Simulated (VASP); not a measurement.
# Si3O5 (a cell with a defect) in VASP: notebook

The runs below take Si3O5 (a cell with a defect) through single point, with PBEsol, PBEsol+D3(BJ).

Everything below comes from runs of VASP 6.6.1. Logs are shortened: lines on timing, memory, paths and dates and some standing lists are left out, and cuts for length are marked.

## 1. The cell of the first run

The cell holds a defect, 16 atoms: a = 9.902 Å, b = 4.951 Å, c = 5.443 Å, α = 90.00°, β = 90.00°, γ = 120.00°.

## 2. Single point, PBEsol, collinear spin

File INCAR:

```
SYSTEM = Si3O5
PREC = Accurate
ENCUT = 520
EDIFF = 1E-6
ISMEAR = -1
SIGMA = 0.05
LREAL = Auto
LASPH = .TRUE.
NELM = 150
ALGO = Normal
ISIF = 2
LWAVE = .FALSE.
LCHARG = .TRUE.
ISPIN = 2
MAGMOM = 0 0.667 0 0.667 0 0.667 0 0 0 0 0 0 0 0 0 0
LORBIT = 11
GGA = PS
LELF = .TRUE.
LVHAR = .TRUE.
NBANDS = 60
```

File KPOINTS:

```
Automatic mesh
0
Gamma
  2 2 2
  0.5 0.5 0.5
```

File POSCAR:

```
Si3O5
1.0
    9.9016390000      0.0000000000      0.0000000000
   -2.4754100000      4.2875350000      0.0000000000
    0.0000000000      0.0000000000      5.4429400000
Si O
6 10
Direct
    0.2435170000      0.9807030000      0.3537410000
    0.7158180000      0.9815030000      0.3405560000
    0.9975920000      0.4526940000      0.7104970000
    0.4851380000      0.4860500000      0.6959920000
    0.2554570000      0.5342570000      0.9725150000
    0.7427560000      0.5280480000      0.0208210000
    0.2133670000      0.2543490000      0.1998000000
    0.3713620000      0.0934020000      0.5417350000
    0.8632320000      0.1435340000      0.5511040000
    0.4314770000      0.5704860000      0.8503810000
    0.9391650000      0.6115480000      0.8775040000
    0.1433120000      0.4263700000      0.7943500000
    0.6305530000      0.4080390000      0.7778450000
    0.0486820000      0.7113430000      0.4455830000
    0.3008680000      0.8775830000      0.1144770000
    0.7979700000      0.8513340000      0.1012030000
```

Potentials or basis: VASP PAW PBE potentials, release 64 (Si, O).

The run is started by

```console
> cat potpaw_PBE.64/Si/POTCAR potpaw_PBE.64/O/POTCAR > POTCAR
> mpirun -np 1 vasp_std > vasp.out
```

OUTCAR:

```text
SYSTEM = Si3O5
   PREC = Accurate
   ENCUT = 520
   EDIFF = 1E-6
   ISMEAR = -1
   LREAL = Auto
   LASPH = .TRUE.
   NELM = 150
   ISIF = 2
   ISPIN = 2
   LORBIT = 11
   GGA = PS

 ion  position               nearest neighbor table
   1  0.244  0.981  0.354-   8 1.50  15 1.60   7 1.74  14 1.78   5 3.08   4 3.08
   2  0.716  0.982  0.341-   9 1.71  16 1.82   6 2.96   4 3.06   6 3.11
   3  0.998  0.453  0.710-  11 1.49  12 1.58   9 1.68  14 1.82   5 2.77
   4  0.485  0.486  0.696-  10 1.18  13 1.73   8 1.89   5 2.83   6 3.02   2 3.06   1 3.08
   5  0.255  0.534  0.973-  12 1.37  15 1.71   7 1.75  10 1.79   3 2.77   4 2.83   1 3.08
   6  0.743  0.528  0.021-  16 1.48  13 1.64  11 1.94   2 2.96   4 3.02   2 3.11
   7  0.213  0.254  0.200-   1 1.74   5 1.75
   8  0.371  0.093  0.542-   1 1.50   4 1.89
   9  0.863  0.144  0.551-   3 1.68   2 1.71
  10  0.431  0.570  0.850-   4 1.18   5 1.79
  11  0.939  0.612  0.878-   3 1.49   6 1.94
  12  0.143  0.426  0.794-   5 1.37   3 1.58
  13  0.631  0.408  0.778-   6 1.64   4 1.73
  14  0.049  0.711  0.446-   1 1.78   3 1.82
  15  0.301  0.878  0.114-   1 1.60   5 1.71
  16  0.798  0.851  0.101-   6 1.48   2 1.82

 -----------------------------------------------------------------------------
|                                                                             |
|           W    W    AA    RRRRR   N    N  II  N    N   GGGG   !!!           |
|           W    W   A  A   R    R  NN   N  II  NN   N  G    G  !!!           |
|           W    W  A    A  R    R  N N  N  II  N N  N  G       !!!           |
|           W WW W  AAAAAA  RRRRR   N  N N  II  N  N N  G  GGG   !            |
|           WW  WW  A    A  R   R   N   NN  II  N   NN  G    G                |
|           W    W  A    A  R    R  N    N  II  N    N   GGGG   !!!           |
|                                                                             |
|     The distance between some ions is very small. Please check the          |
|     nearest-neighbor list in the OUTCAR file.                               |
|     I HOPE YOU KNOW WHAT YOU ARE DOING!                                     |
|                                                                             |
 -----------------------------------------------------------------------------

  Warning from LATTYP: Monoclinic adjustment (A1->A3, A2->A1, A3->A2)!
  LATTYP: Found a simple orthorhombic cell.
 ALAT       =     4.9508192296
 B/A-ratio  =     1.0994018863
 C/A-ratio  =     1.7320508123

  Lattice vectors:

 A1 = (  -2.4754100000,   4.2875350000,   0.0000000000)
 A2 = (   0.0000000000,   0.0000000000,   5.4429400000)
 A3 = (   7.4262290000,   4.2875350000,   0.0000000000)

Analysis of symmetry for initial positions (statically):
=====================================================================
 Subroutine PRICEL returns:
 Original cell was already a primitive cell.

 Routine SETGRP: Setting up the symmetry group for a
 simple orthorhombic supercell.

 Subroutine GETGRP returns: Found  1 space group operations
 (whereof  1 operations were pure point group operations)
 out of a pool of  8 trial point group operations.

The static configuration has the point symmetry C_1 .

Analysis of symmetry for dynamics (positions and initial velocities):
=====================================================================
 Subroutine PRICEL returns:
 Original cell was already a primitive cell.

 Routine SETGRP: Setting up the symmetry group for a
 simple orthorhombic supercell.

 Subroutine GETGRP returns: Found  1 space group operations
 (whereof  1 operations were pure point group operations)
 out of a pool of  8 trial point group operations.

The dynamic configuration has the point symmetry C_1 .

Analysis of structural, dynamic, and magnetic symmetry:
=====================================================================
 Subroutine PRICEL returns:
 Original cell was already a primitive cell.

 Routine SETGRP: Setting up the symmetry group for a
 simple orthorhombic supercell.

 Subroutine GETGRP returns: Found  1 space group operations
 (whereof  1 operations were pure point group operations)
 out of a pool of  8 trial point group operations.

The overall configuration has the point symmetry C_1 .

 Subroutine INISYM returns: Found  1 space group operations
[... 94 lines left out ...]
 SYSTEM =  Si3O5
   PREC   = accura    normal or accurate (medium, high low for compatibility)
   ISTART =      0    job   : 0-new  1-cont  2-samecut
   ICHARG =      2    charge: 1-file 2-atom 10-const
   ISPIN  =      2    spin polarized calculation?
   LNONCOLLINEAR =      F non collinear calculations
   LSORBIT =      F    spin-orbit coupling
   LASPH  =      T    aspherical Exc in radial PAW
   ENCUT  =  520.0 eV  38.22 Ry    6.18 a.u.  18.41  9.21 10.12*2*pi/ulx,y,z
   NELM   =    150;   NELMIN=  2; NELMDL= -5     # of ELM steps
   EDIFF  = 0.1E-05   stopping-criterion for ELM
   LREAL  =      T    real-space projection
   EDIFFG = 0.1E-04   stopping-criterion for IOM
   NSW    =      0    number of steps for IOM
   IBRION =     -1    ionic relax: 0-MD 1-quasi-New 2-CG
   NFREE  =      0    steps in history (QN), initial steepest desc. (CG)
   ISIF   =      2    stress and relaxation
   ISYM   =      2    0-nonsym 1-usesym 2-fastsym
   POTIM  = 0.5000    time-step for ionic-motion
   TEBEG  =    0.0;   TEEND  =   0.0 temperature during run
   PSTRESS=    0.0 pullay stress
   NELECT =      84.0000    total number of electrons
   NUPDOWN=      -1.0000    fix difference up-down
   EMIN   =  10.00;   EMAX   =-10.00  energy-range for DOS
   EFERMI =   0.00;   METHOD = LEGACY
   ISMEAR =    -1;   SIGMA  =   0.05  broadening in eV -4-tet -1-fermi 0-gaus
   EFERMI_NEDOS =   21; number of points for ismear=-14 and -15
   IALGO  =     38    algorithm
   IMIX   =      4    mixing-type and parameters
     AMIX     =   0.40;   BMIX     =  1.00
     AMIX_MAG =   1.60;   BMIX_MAG =  1.00
  volume/ion in A,a.u.               =      14.44        97.46
  Fermi-wavevector in a.u.,A,eV,Ry     =   1.168383  2.207923 18.573563  1.365118
  Thomas-Fermi vector in A             =   2.304870
   LORBIT       =     11    0 simple, 1 ext, 2 COOP (PROOUT), +10 PAW based schemes
   GGA     = PS    functional components
   LHFCALC =     F    Hartree Fock is set to
   AEXX    =    0.0000 exact exchange contribution
   IVDW    =     0    specifies the selected vdW correction
   LEPSILON=     F    determine dielectric tensor
   LRPA    =     F    only Hartree local field effects (RPA)
 spin polarized calculation
  energy-cutoff  :      520.00
  volume of cell :      231.07
 maximum number of plane-waves:      6219
 NGX is ok and might be reduce to    80
   NGX = 37   NGY = 19   NGZ = 21

 number of electron      83.9999993 magnetization       0.0000580

 number of electron      83.9999993 magnetization      -0.0001193

 Free energy of the ion-electron system (eV)
  ---------------------------------------------------
  ext. energy  EPLUGINS =         0.00000000
  ---------------------------------------------------
  free energy    TOTEN  =      -111.10068352 eV

  energy without entropy =     -111.10068281  energy(sigma->0) =     -111.10068317

 E-fermi :   3.4199     XC(G=0):  -9.0601

 val. band max:        2.6902432027   @ k =   0.2500   0.2500   0.2500
 cond. band min:       4.1412031352   @ k =  -0.2500   0.2500   0.2500
 fundamental gap:      1.4509599324
 Fermi energy:         3.4199322544

 spin component 1

 k-point     1 :       0.2500    0.2500    0.2500
  band No.  band energies     occupation
      1     -20.6598      1.00000
      2     -20.1136      1.00000
      3     -17.8727      1.00000
      4     -17.7613      1.00000
      5     -16.9263      1.00000
      6     -16.7689      1.00000
[... 217 lines left out ...]
     53       9.7621      0.00000
     54      10.1555      0.00000
 Fermi energy:         3.4199322544

 spin component 2

 k-point     1 :       0.2500    0.2500    0.2500
  band No.  band energies     occupation
      1     -20.6598      1.00000
      2     -20.1136      1.00000
      3     -17.8727      1.00000
      4     -17.7613      1.00000
      5     -16.9263      1.00000
      6     -16.7689      1.00000
[... 217 lines left out ...]
     53       9.7621      0.00000
     54      10.1554      0.00000
 [bands above 54 left out]

------------------------ aborting loop because EDIFF is reached ----------------------------------------

  FORCE on cell =-STRESS in cart. coord.  units (eV):
  Direction    XX          YY          ZZ          XY          YZ          ZX
  --------------------------------------------------------------------------------------
  -------------------------------------------------------------------------------------
  Total       26.2259195     -3.7113285     33.6350443    -11.3781822     32.2916762    -16.7003024
  in kB      181.8414945    -25.7330739    233.2138144    -78.8923969    223.8993627   -115.7941457
  external PRESSURE =     129.7740783 kB  Pullay stress =       0.0000000 kB

 VOLUME and BASIS-vectors are now :
 -----------------------------------------------------------------------------
  energy-cutoff  :      520.00
  volume of cell :      231.07
      direct lattice vectors                 reciprocal lattice vectors
     9.901639000  0.000000000  0.000000000     0.100993381  0.058308568  0.000000000
    -2.475410000  4.287535000  0.000000000     0.000000000  0.233234248  0.000000000
     0.000000000  0.000000000  5.442940000     0.000000000  0.000000000  0.183724237

 POSITION                                       TOTAL-FORCE (eV/Angst)
 -----------------------------------------------------------------------------------
     -0.01642      4.20480      1.92539        -8.031389     -1.879793     -4.064695
      4.65815      4.20823      1.85363         1.097787      1.128331      0.482667
      8.75719      1.94094      3.86719        -2.141266     -0.571814     -8.598609
      3.60049      2.08396      3.78824        35.352167    -16.906866    -37.877411
      1.20694      2.29065      5.29334        11.568381      4.768259     16.321872
      6.04737      2.26402      0.11333         5.384200     -6.993512     -2.644699
[... 8 lines left out ...]
      0.80671      3.76267      0.62309         1.982413     -3.387154     -2.773869
      5.79381      3.65012      0.55084        -3.135418      6.705992      3.967797
 -----------------------------------------------------------------------------------
    total drift:                               -0.008053      0.001532     -0.004468

  FREE ENERGIE OF THE ION-ELECTRON SYSTEM (eV)
  ---------------------------------------------------
  free  energy   TOTEN  =      -111.1006835223 eV

  energy  without entropy=     -111.1006828090  energy(sigma->0) =     -111.10068317

 total charge

# of ion       s       p       d       tot
------------------------------------------
    1        0.665   0.993   0.000   1.658
    2        0.754   0.682   0.000   1.436
    3        0.667   1.019   0.000   1.686
    4        0.827   1.317   0.000   2.143
    5        0.686   1.068   0.000   1.754
    6        0.718   0.929   0.000   1.646
[... 8 lines left out ...]
   15        1.550   3.629   0.000   5.178
   16        1.576   3.629   0.000   5.206
--------------------------------------------------
tot         19.987  42.520   0.000  62.507

 magnetization (x)

# of ion       s       p       d       tot
------------------------------------------
    1        0.000   0.000   0.000   0.000
    2        0.000  -0.000   0.000   0.000
    3       -0.000  -0.000   0.000  -0.000
    4       -0.000  -0.000   0.000  -0.000
    5        0.000   0.000   0.000   0.000
    6        0.000   0.000   0.000   0.000
[... 8 lines left out ...]
   15       -0.000   0.000   0.000   0.000
   16       -0.000   0.000   0.000   0.000
--------------------------------------------------
tot          0.000   0.000   0.000   0.000
```

Wall time 2.1 min (1 thread of AMD EPYC 9R45 (Zen 5), shared host); peak memory 0.41 GiB.

What came out:

* Free energy: -111.1007 eV
* Pressure: 13.0 GPa
* Largest force: 54.501 eV/Å
* Band gap on the k mesh: 1.45 eV
* Net moment: 0.00 μB per cell
* Valence electrons inside the program's atomic spheres: Si 1.66, 1.44, 1.69, 2.14, 1.75, 1.65; O 5.09, 5.17, 5.12, 5.63, 5.46, 5.13, 5.01, 5.18, 5.21 (each value once)

Forces in eV/Å, atoms in the order of the input:
```
Si   -8.031  -1.880  -4.065
Si    1.098   1.128   0.483
Si   -2.141  -0.572  -8.599
Si   35.352 -16.907 -37.877
Si   11.568   4.768  16.322
Si    5.384  -6.994  -2.645
O     0.286   1.718  -0.657
O     2.638   4.321   5.093
O    -0.411  -0.510   0.085
O   -34.253  14.927  35.528
O    -4.734   0.651   4.666
O    -7.838  -5.277 -10.666
O    -1.651   0.321   0.034
O     3.887   0.985   1.105
O     1.982  -3.387  -2.774
O    -3.135   6.706   3.968
```

Levels at points of the mesh, in eV from the valence-band top:
Spin up:
```
           k point  band 40  band 41  band 42  band 43  band 44  band 45
(0.25, 0.25, 0.25)    -1.90    -1.29     0.00     1.47     3.61     3.98
```
Spin down:
```csv
k point,band 38,band 39,band 40,band 41,band 42,band 43,band 44,band 45,band 46,band 47
"(0.25, 0.25, 0.25)",-2.30,-1.96,-1.90,-1.29,0.00,1.47,3.61,3.98,4.62,5.24
```

Caveat: the k points lie up to 0.63 Å⁻¹ apart; atoms lie so close that the PAW spheres overlap strongly, which falsifies energies and pressures; the PAW data sets were made with another functional, which shifts forces and pressure a little.

## 3. Single point, PBEsol+D3(BJ), collinear spin

File INCAR:

```
SYSTEM = Si3O5
PREC = Accurate
ENCUT = 520
EDIFF = 1E-7
ISMEAR = -1
SIGMA = 0.05
LREAL = Auto
LASPH = .True.
NELM = 150
ALGO = Normal
ISIF = 2
LWAVE = .False.
LCHARG = .False.
ISPIN = 2
MAGMOM = 0 0.667 0 0.667 0 0.667 0 0 0 0 0 0 0 0 0 0
LORBIT = 11
GGA = PS
IVDW = 12
NBANDS = 60
```

KPOINTS is that of step 2.

POSCAR is that of step 2.

Potentials or basis: VASP PAW PBE potentials, release 64 (Si, O).

The run is started by

```console
> cat potpaw_PBE.64/Si/POTCAR potpaw_PBE.64/O/POTCAR > POTCAR
> mpirun -np 1 vasp_std > vasp.out
```

Wall time 2.1 min (1 thread of AMD EPYC 9R45 (Zen 5), shared host); peak memory 0.41 GiB.

Results (log left out):

```
Free energy                                           : -112.9548 eV
Pressure                                              : 11.9 GPa
Largest force                                         : 54.494 eV/Å
Band gap on the k mesh                                : 1.45 eV
Net moment                                            : 0.00 μB per cell
Valence electrons inside the program's atomic spheres : Si 1.66, 1.44, 1.69, 2.14, 1.75, 1.65; O 5.09, 5.17, 5.12, 5.63, 5.46, 5.13, 5.01, 5.18, 5.21 (each value once)
Dispersion energy per atom                            : -0.116 eV
```

Forces on the atoms (eV/Å):
```
Si   -8.036  -1.883  -4.069
Si    1.080   1.154   0.536
Si   -2.119  -0.569  -8.610
Si   35.314 -16.914 -37.900
Si   11.557   4.767  16.330
Si    5.391  -7.011  -2.646
O     0.285   1.716  -0.657
O     2.637   4.316   5.089
O    -0.408  -0.508   0.084
O   -34.255  14.928  35.526
O    -4.696   0.661   4.648
O    -7.839  -5.278 -10.664
O    -1.652   0.318   0.033
O     3.887   0.988   1.106
O     1.983  -3.388  -2.771
O    -3.131   6.704   3.967
```

Stress tensor (GPa, compression positive):
```
 17.10  -7.93 -11.60
 -7.93  -3.73  22.41
-11.60  22.41  22.21
```

Levels at points of the mesh, in eV from the valence-band top:
Spin up:
| k point | band 38 | band 39 | band 40 | band 41 | band 42 | band 43 | band 44 | band 45 | band 46 | band 47 |
| --- | --- | --- | --- | --- | --- | --- | --- | --- | --- | --- |
| (0.25, 0.25, 0.25) | -2.30 | -1.96 | -1.90 | -1.29 | 0.00 | 1.47 | 3.61 | 3.98 | 4.62 | 5.24 |
Spin down:
| k point | band 39 | band 40 | band 41 | band 42 | band 43 | band 44 | band 45 | band 46 |
| --- | --- | --- | --- | --- | --- | --- | --- | --- |
| (0.25, 0.25, 0.25) | -1.96 | -1.90 | -1.29 | 0.00 | 1.47 | 3.61 | 3.98 | 4.62 |

Caveat: the k points lie up to 0.63 Å⁻¹ apart; atoms lie so close that the PAW spheres overlap strongly, which falsifies energies and pressures; the PAW data sets were made with another functional, which shifts forces and pressure a little.
